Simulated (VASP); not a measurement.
SiC, 8 atoms in the cell. It takes space group P3m1 (No. 156, trigonal). The conventional cell has a = 3.076 Å, b = 3.076 Å, c = 11.096 Å, α = 90.00°, β = 90.00°, γ = 120.00°. Si (site symmetry 3m) has 4 C at 1.87 to 1.94 Å within 2.5 Å. Within 2.5 Å of Si (site symmetry 3m) lie 4 C at 1.87 to 1.94 Å. Within 2.5 Å of Si (site symmetry 3m) lie 3 C at 1.87 Å. Within 2.5 Å of Si (site symmetry 3m) lie 4 C at 1.87 to 1.94 Å. C (site symmetry 3m) has 4 Si at 1.87 to 1.94 Å within 2.5 Å. C (site symmetry 3m) has 4 Si at 1.87 to 1.94 Å within 2.5 Å. Within 2.5 Å of C (site symmetry 3m) lie 3 Si at 1.87 Å. C (site symmetry 3m) has 4 Si at 1.87 to 1.94 Å within 2.5 Å.  This cell differs from its parent crystal: the distance across one plane changed.

```yaml
Program: VASP 6.6.1
Task: single point
Functional: LDA
Potentials_or_basis: VASP PAW LDA potentials, release 64 (Si, C)
Cutoff: 520 eV
k_mesh: 10 × 10 × 3
Occupations: gaussian, width 0.05 eV
Spin: no spin polarisation
Dipole_correction: no
Further_INCAR_settings: ALGO = Normal; EDIFF = 1e-07; NBANDS = 26
```

Potentials or basis: VASP PAW LDA potentials, release 64 (Si, C).

Run with:

```sh
$ cat potpaw_LDA.64/Si/POTCAR potpaw_LDA.64/C/POTCAR > POTCAR
$ mpirun -np 1 vasp_std > vasp.out
```

Hardware: 1 thread of Intel Xeon 8259CL, with other jobs on the host.

Q: Estimate the wall time of this run.

A: Run time: 2.1 min on 1 thread of Intel Xeon 8259CL, with other jobs on the host, peak memory 0.2 GiB. Counts: scf iterations 15, k points 36.
